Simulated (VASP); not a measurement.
Set up this calculation in VASP 6.6.1, as the native input.

```yaml
Task: relaxation of cell and atoms
Functional: PBE
Potentials_or_basis: VASP PAW PBE potentials, release 64 (Hf_pv, Ge_d, W_sv)
Cutoff: 600 eV
k_mesh: 8 × 8 × 8
Occupations: gaussian, width 0.1 eV
Spin: no spin polarisation
Dipole_correction: no
Further_INCAR_settings: ALGO = Fast; EDIFF = 1e-07; IBRION = 2; EDIFFG = -0.01; NSW = 100; ISIF = 3
```

The structure of Hf3GeW lies in POSCAR:

```
Hf3GeW
1.0
    4.8596653989      0.0000000000      0.0000000000
    0.0000000000      4.8596653989      0.0000000000
    0.0000000000      0.0000000000      4.8596653989
Hf Ge W
3 1 1
Direct
    0.5000000000      0.5000000000      0.0000000000
    0.0000000000      0.5000000000      0.5000000000
    0.5000000000      0.0000000000      0.5000000000
    0.5000000000      0.5000000000      0.5000000000
    0.0000000000      0.0000000000      0.0000000000
```

The cell was generated, and may not be a known phase.

The input as run:

INCAR

```
SYSTEM = Hf3GeW
PREC = Accurate
ENCUT = 600
EDIFF = 1E-7
ISMEAR = 0
SIGMA = 0.1
LREAL = .FALSE.
LASPH = .TRUE.
NELM = 100
ALGO = Fast
ISIF = 3
LWAVE = .FALSE.
LCHARG = .FALSE.
GGA = PE
IBRION = 2
NSW = 100
EDIFFG = -0.01
```

KPOINTS

```
Automatic mesh
0
G
  8 8 8
  0 0 0
```

Potentials or basis: VASP PAW PBE potentials, release 64 (Hf_pv, Ge_d, W_sv).

The run is started by

```sh
$ cat potpaw_PBE.64/Hf_pv/POTCAR potpaw_PBE.64/Ge_d/POTCAR potpaw_PBE.64/W_sv/POTCAR > POTCAR
$ mpirun -np 1 vasp_std > vasp.out
```

It gave:

* Pressure after relaxing: -0.1 GPa
* Band gap on the k mesh: zero (bands 29 and 30 overlap by 4.48 eV)

Caveat: the relaxation stopped at its first step, so nothing moved; spin-orbit coupling is left out, which moves the levels of the heavy elements.

Wall time 24 min on 1 thread of Intel Xeon 8259CL, with other jobs on the host, peak memory 0.33 GiB.
